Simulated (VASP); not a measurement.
Input of a VASP 6.6.1 run:

INCAR

```
ALGO     = Normal         # electronic algorithm
EDIFF    = 1E-6           # SCF threshold, eV
ENCUT    = 520            # plane-wave cutoff, eV
GGA      = PS             # functional
ISIF     = 2              # what is computed and relaxed
ISMEAR   = 0              # smearing method
IVDW     = 12             # dispersion correction
LASPH    = True           # aspherical terms in the spheres
LCHARG   = False          # write CHGCAR
LREAL    = False          # projectors in reciprocal space
LWAVE    = False          # write WAVECAR
NBANDS   = 11             # bands
NELM     = 80             # most SCF steps
PREC     = Accurate       # precision mode
SIGMA    = 0.03           # smearing width, eV
```

KPOINTS

```
k-points
0
Gamma
  16 16 16
```

Contents of POSCAR:

```
C
1.0
    0.0000000000      2.0894413751      3.2641567761
    1.2071379834      0.0000000000      3.2641567761
    1.2071379834      2.0894413751      0.0000000000
C
2
Direct
    0.1314621586      0.8685378414      0.1314621586
    0.8685378414      0.1314621586      0.8685378414
```

Potentials or basis: VASP PAW PBE potentials, release 64 (C).

The run is started by

```console
$ cat potpaw_PBE.64/C/POTCAR > POTCAR
$ mpirun -np 1 vasp_std > vasp.out
```

Problem. Estimate the band gap on the k mesh.

Solution. Zero (bands 4 and 5 overlap by 3.00 eV).

Problem. Predict the largest force.

Solution. 29.864 eV/Å.

Problem. Estimate the pressure.

Solution. 82.5 GPa.

Stress tensor (GPa, compression positive):
```
 15.74   0.00   0.00
  0.00 233.28   0.00
  0.00   0.00  -1.49
```

Caveat: the cell differs from its parent crystal (atoms shifted along a free coordinate); the stress differs along the axes, from -1 to 233 GPa; the PAW data sets were made with another functional, which shifts forces and pressure a little.
